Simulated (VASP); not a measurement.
# H8CO6 in VASP: notebook

Runs on H8CO6. Level: PBE. Tasks: single point.

Everything below comes from runs of VASP 6.6.1. Logs are shortened: lines on timing, memory, paths and dates and some standing lists are left out, and cuts for length are marked.

**1. The cell of the first run**

The cell holds a disordered packing, 15 atoms: a = 5.467 Å, b = 5.508 Å, c = 5.203 Å, α = 90.00°, β = 90.00°, γ = 90.00°.

**2. Single point, PBE**

Input file INCAR:

```
SYSTEM = H8CO6
PREC = Accurate ; ENCUT = 1000
EDIFF = 1E-6 ; ISMEAR = -1
SIGMA = 0.05 ; LREAL = Auto
LASPH = .True. ; NELM = 120
ALGO = Normal ; ISIF = 2
LWAVE = .False. ; LCHARG = .False.
GGA = PE ; NBANDS = 37
GGA_COMPAT = .False.
```

Input file KPOINTS:

```
Automatic mesh
0
Gamma
  1 1 1
  0 0 0
```

Input file POSCAR:

```
H8CO6
1.0
    5.4665340000      0.0000000000      0.0000000000
    0.0000000000      5.5081060000      0.0000000000
    0.0000000000      0.0000000000      5.2027780000
O H C
6 8 1
Direct
    0.4560659460      0.1277390087      0.1808456944
    0.0942461896      0.8881818905      0.5208755784
    0.7529999813      0.4886979299      0.3961153061
    0.6661259218      0.8308663631      0.8203309847
    0.2231029753      0.5694516409      0.9417661103
   -0.0808739139      0.2565673210      0.9230069013
    0.5504401875      0.0383979539      0.0552589405
    0.3380569846      0.0225304306      0.2719700898
    0.2245847186      0.8410150422      0.6345648421
    0.0448913333      0.7392922358      0.4373240603
    0.6539792856      0.3442925753      0.3406257196
    0.6848580838      0.6024575417      0.2665883495
    0.6200089490      0.7046886897      0.6948595539
    0.8181600993      0.9002186959      0.7475621677
    0.0685443464      0.4188009454      0.9403245728
```

Potentials or basis: VASP PAW PBE potentials, release 64 (O_h, H_h, C_h).

Run with:

```console
$ cat potpaw_PBE.64/O_h/POTCAR potpaw_PBE.64/H_h/POTCAR potpaw_PBE.64/C_h/POTCAR > POTCAR
$ mpirun -np 1 vasp_gam > vasp.out
```

OUTCAR:

```text
SYSTEM = H8CO6
   PREC = Accurate
   ENCUT = 1000
   EDIFF = 1E-6
   ISMEAR = -1
   LREAL = Auto
   LASPH = .True.
   NELM = 120
   ISIF = 2
   GGA = PE

 ion  position               nearest neighbor table
   1  0.456  0.128  0.181-   7 0.97   8 0.99
   2  0.094  0.888  0.521-   9 0.96  10 0.97
   3  0.753  0.489  0.396-  12 0.99  11 1.00
   4  0.666  0.831  0.820-  13 0.99  14 0.99
   5  0.223  0.569  0.942-  15 1.18
   6  0.919  0.257  0.923-  15 1.21
   7  0.550  0.038  0.055-   1 0.97
   8  0.338  0.023  0.272-   1 0.99
   9  0.225  0.841  0.635-   2 0.96
  10  0.045  0.739  0.437-   2 0.97
  11  0.654  0.344  0.341-   3 1.00
  12  0.685  0.602  0.267-   3 0.99
  13  0.620  0.705  0.695-   4 0.99
  14  0.818  0.900  0.748-   4 0.99
  15  0.069  0.419  0.940-   5 1.18   6 1.21

  LATTYP: Found a simple orthorhombic cell.
 ALAT       =     5.2027780000
 B/A-ratio  =     1.0506952247
 C/A-ratio  =     1.0586855714

  Lattice vectors:

 A1 = (   0.0000000000,   0.0000000000,   5.2027780000)
 A2 = (   5.4665340000,   0.0000000000,   0.0000000000)
 A3 = (   0.0000000000,   5.5081060000,   0.0000000000)

Analysis of symmetry for initial positions (statically):
=====================================================================
 Subroutine PRICEL returns:
 Original cell was already a primitive cell.

 Routine SETGRP: Setting up the symmetry group for a
 simple orthorhombic supercell.

 Subroutine GETGRP returns: Found  1 space group operations
 (whereof  1 operations were pure point group operations)
 out of a pool of  8 trial point group operations.

The static configuration has the point symmetry C_1 .

Analysis of symmetry for dynamics (positions and initial velocities):
=====================================================================
 Subroutine PRICEL returns:
 Original cell was already a primitive cell.

 Routine SETGRP: Setting up the symmetry group for a
 simple orthorhombic supercell.

 Subroutine GETGRP returns: Found  1 space group operations
 (whereof  1 operations were pure point group operations)
 out of a pool of  8 trial point group operations.

The dynamic configuration has the point symmetry C_1 .

 Subroutine INISYM returns: Found  1 space group operations
 (whereof  1 operations are pure point group operations),
 and found     1 'primitive' translations

----------------------------------------------------------------------------------------

                                     Primitive cell

  volume of cell :     156.6569

  direct lattice vectors                    reciprocal lattice vectors
     5.466534000  0.000000000  0.000000000     0.182931269  0.000000000  0.000000000
     0.000000000  5.508106000  0.000000000     0.000000000  0.181550609  0.000000000
     0.000000000  0.000000000  5.202778000     0.000000000  0.000000000  0.192205010

  length of vectors
     5.466534000  5.508106000  5.202778000     0.182931269  0.181550609  0.192205010

  position of ions in fractional coordinates (direct lattice)
     0.456065946  0.127739009  0.180845694
     0.094246190  0.888181891  0.520875578
     0.752999981  0.488697930  0.396115306
     0.666125922  0.830866363  0.820330985
     0.223102975  0.569451641  0.941766110
     0.919126086  0.256567321  0.923006901
     0.550440188  0.038397954  0.055258941
     0.338056985  0.022530431  0.271970090
     0.224584719  0.841015042  0.634564842
     0.044891333  0.739292236  0.437324060
     0.653979286  0.344292575  0.340625720
     0.684858084  0.602457542  0.266588349
     0.620008949  0.704688690  0.694859554
     0.818160099  0.900218696  0.747562168
     0.068544346  0.418800945  0.940324573

  ion indices of the primitive-cell ions
   primitive index   ion index
                 1           1
                 2           2
                 3           3
                 4           4
                 5           5
                 6           6
                 7           7
                 8           8
                 9           9
                10          10
                11          11
                12          12
                13          13
                14          14
                15          15

----------------------------------------------------------------------------------------

 KPOINTS: Automatic mesh

Automatic generation of k-mesh.
 Grid dimensions read from file:
 generate k-points for:    1    1    1

 Generating k-lattice:

  Cartesian coordinates                     Fractional coordinates (reciprocal lattice)
     0.182931269  0.000000000  0.000000000     1.000000000  0.000000000  0.000000000
     0.000000000  0.181550609  0.000000000     0.000000000  1.000000000  0.000000000
     0.000000000  0.000000000  0.192205010     0.000000000  0.000000000  1.000000000

  Length of vectors
     0.182931269  0.181550609  0.192205010

  Shift w.r.t. Gamma in fractional coordinates (k-lattice)
     0.000000000  0.000000000  0.000000000

 Subroutine IBZKPT returns following result:
 ===========================================

 Found      1 irreducible k-points:

 Following reciprocal coordinates:
            Coordinates               Weight
  0.000000  0.000000  0.000000      1.000000
   k-points           NKPTS =      1   k-points in BZ     NKDIM =      1   number of bands    NBANDS=     37
   number of dos      NEDOS =    301   number of ions     NIONS =     15
   total plane-waves  NPLWV = 181440
   dimension x,y,z NGX =    56 NGY =   60 NGZ =   54
   dimension x,y,z NGXF=   112 NGYF=  120 NGZF=  108
   ions per type =               6   8   1
   NGX,Y,Z   is equivalent  to a cutoff of  17.03, 18.11, 17.25 a.u.
   NGXF,Y,Z  is equivalent  to a cutoff of  34.06, 36.22, 34.51 a.u.
 SYSTEM =  H8CO6
   PREC   = accura    normal or accurate (medium, high low for compatibility)
   ISTART =      0    job   : 0-new  1-cont  2-samecut
   ICHARG =      2    charge: 1-file 2-atom 10-const
   ISPIN  =      1    spin polarized calculation?
   LNONCOLLINEAR =      F non collinear calculations
   LSORBIT =      F    spin-orbit coupling
   LASPH  =      T    aspherical Exc in radial PAW
   ENCUT  = 1000.0 eV  73.50 Ry    8.57 a.u.  14.10 14.20 13.42*2*pi/ulx,y,z
   NELM   =    120;   NELMIN=  2; NELMDL= -5     # of ELM steps
   EDIFF  = 0.1E-05   stopping-criterion for ELM
   LREAL  =      T    real-space projection
   EDIFFG = 0.1E-04   stopping-criterion for IOM
   NSW    =      0    number of steps for IOM
   IBRION =     -1    ionic relax: 0-MD 1-quasi-New 2-CG
   NFREE  =      0    steps in history (QN), initial steepest desc. (CG)
   ISIF   =      2    stress and relaxation
   ISYM   =      2    0-nonsym 1-usesym 2-fastsym
   POTIM  = 0.5000    time-step for ionic-motion
   TEBEG  =    0.0;   TEEND  =   0.0 temperature during run
   PSTRESS=    0.0 pullay stress
   NELECT =      48.0000    total number of electrons
   NUPDOWN=      -1.0000    fix difference up-down
   EMIN   =  10.00;   EMAX   =-10.00  energy-range for DOS
   EFERMI =   0.00;   METHOD = LEGACY
   ISMEAR =    -1;   SIGMA  =   0.05  broadening in eV -4-tet -1-fermi 0-gaus
   EFERMI_NEDOS =   21; number of points for ismear=-14 and -15
   IALGO  =     38    algorithm
   IMIX   =      4    mixing-type and parameters
     AMIX     =   0.40;   BMIX     =  1.00
     AMIX_MAG =   1.60;   BMIX_MAG =  1.00
  volume/ion in A,a.u.               =      10.44        70.48
  Fermi-wavevector in a.u.,A,eV,Ry     =   1.103669  2.085631 16.573045  1.218084
  Thomas-Fermi vector in A             =   2.240130
   LORBIT       =      0    0 simple, 1 ext, 2 COOP (PROOUT), +10 PAW based schemes
   GGA     = PE    functional components
   LHFCALC =     F    Hartree Fock is set to
   AEXX    =    0.0000 exact exchange contribution
   IVDW    =     0    specifies the selected vdW correction
   LEPSILON=     F    determine dielectric tensor
   LRPA    =     F    only Hartree local field effects (RPA)
 non-spin polarized calculation
  energy-cutoff  :     1000.00
  volume of cell :      156.66
 maximum number of plane-waves:      5642
   NGX = 29   NGY = 29   NGZ = 27

 number of electron      48.0000000 magnetization

 Free energy of the ion-electron system (eV)
  ---------------------------------------------------
  ext. energy  EPLUGINS =         0.00000000
  ---------------------------------------------------
  free energy    TOTEN  =       -81.49388482 eV

  energy without entropy =      -81.49388482  energy(sigma->0) =      -81.49388482

 E-fermi :  -1.6082     XC(G=0):  -7.3310

 val. band max:       -2.9119710058   @ k =   0.0000   0.0000   0.0000
 cond. band min:       1.9202022628   @ k =   0.0000   0.0000   0.0000
 fundamental gap:      4.8321732687
 Fermi energy:        -1.6081819462

 k-point     1 :       0.0000    0.0000    0.0000
  band No.  band energies     occupation
      1     -24.5147      2.00000
      2     -23.2889      2.00000
      3     -21.7948      2.00000
      4     -21.0127      2.00000
      5     -20.7225      2.00000
      6     -20.4783      2.00000
[... 28 lines left out ...]
     35       8.8472      0.00000
     36       9.3613      0.00000
 [bands above 36 left out]

------------------------ aborting loop because EDIFF is reached ----------------------------------------

  FORCE on cell =-STRESS in cart. coord.  units (eV):
  Direction    XX          YY          ZZ          XY          YZ          ZX
  --------------------------------------------------------------------------------------
  -------------------------------------------------------------------------------------
  Total       -3.4922877     -2.4666661      1.2200512     -3.8799452      0.1407335     -0.6961411
  in kB      -35.7166700    -25.2273308     12.4778285    -39.6813594      1.4393238     -7.1196426
  external PRESSURE =     -16.1553908 kB  Pullay stress =       0.0000000 kB

 VOLUME and BASIS-vectors are now :
 -----------------------------------------------------------------------------
  energy-cutoff  :     1000.00
  volume of cell :      156.66
      direct lattice vectors                 reciprocal lattice vectors
     5.466534000  0.000000000  0.000000000     0.182931269  0.000000000  0.000000000
     0.000000000  5.508106000  0.000000000     0.000000000  0.181550609  0.000000000
     0.000000000  0.000000000  5.202778000     0.000000000  0.000000000  0.192205010

 POSITION                                       TOTAL-FORCE (eV/Angst)
 -----------------------------------------------------------------------------------
      2.49310      0.70360      0.94090        -0.524392      0.646361      1.081699
      0.51520      4.89220      2.71000         0.007785      0.660053     -0.588146
      4.11630      2.69180      2.06090        -1.064736      0.532650     -0.911575
      3.64140      4.57650      4.26800         0.140067     -0.174050     -0.291325
      1.21960      3.13660      4.89980        -1.245157     -0.831212      0.289429
      5.02443      1.41320      4.80220         2.820251      3.172436      0.399907
      3.00900      0.21150      0.28750        -0.073211     -0.767992     -0.434489
      1.84800      0.12410      1.41500         0.395620      0.176338     -0.375649
      1.22770      4.63240      3.30150         0.372673     -0.116212      0.496564
      0.24540      4.07210      2.27530        -0.233805     -0.500687     -0.129795
      3.57500      1.89640      1.77220         0.342379     -0.137535      0.337328
      3.74380      3.31840      1.38700         0.470267     -0.146405      0.401054
      3.38930      3.88150      3.61520         0.400600      0.114134      0.322695
      4.47250      4.95850      3.88940        -0.389434     -0.239592     -0.009831
      0.37470      2.30680      4.89230        -1.418906     -2.388288     -0.587867
 -----------------------------------------------------------------------------------
    total drift:                               -0.000080      0.001855      0.000518

  FREE ENERGIE OF THE ION-ELECTRON SYSTEM (eV)
  ---------------------------------------------------
  free  energy   TOTEN  =       -81.4938848215 eV

  energy  without entropy=      -81.4938848215  energy(sigma->0) =      -81.49388482
```

It took 24 s on 1 thread of AMD EPYC 7R13 (Zen 3), shared host; peak memory 0.36 GiB.

Results:

```yaml
Free_energy: -81.4939 eV
Pressure: -1.6 GPa
Largest_force: 4.264 eV/Å
```

Forces in eV/Å, atoms in the order of the input:
```
O   -0.524  0.646  1.082
O    0.008  0.660 -0.588
O   -1.065  0.533 -0.912
O    0.140 -0.174 -0.291
O   -1.245 -0.831  0.289
O    2.820  3.172  0.400
H   -0.073 -0.768 -0.434
H    0.396  0.176 -0.376
H    0.373 -0.116  0.497
H   -0.234 -0.501 -0.130
H    0.342 -0.138  0.337
H    0.470 -0.146  0.401
H    0.401  0.114  0.323
H   -0.389 -0.240 -0.010
C   -1.419 -2.388 -0.588
```

Levels at points of the mesh, in eV from the Fermi level:
```tsv
k point	band 22	band 23	band 24	band 25	band 26	band 27
(0.00, 0.00, 0.00)	-1.53	-1.51	-1.30	3.53	4.98	5.10
```

Caveat: the k points lie up to 1.21 Å⁻¹ apart, too coarse for converged energies, forces and pressures; the atoms stand as in a frame of molecular dynamics.

(Continued in part 2 of 3.)
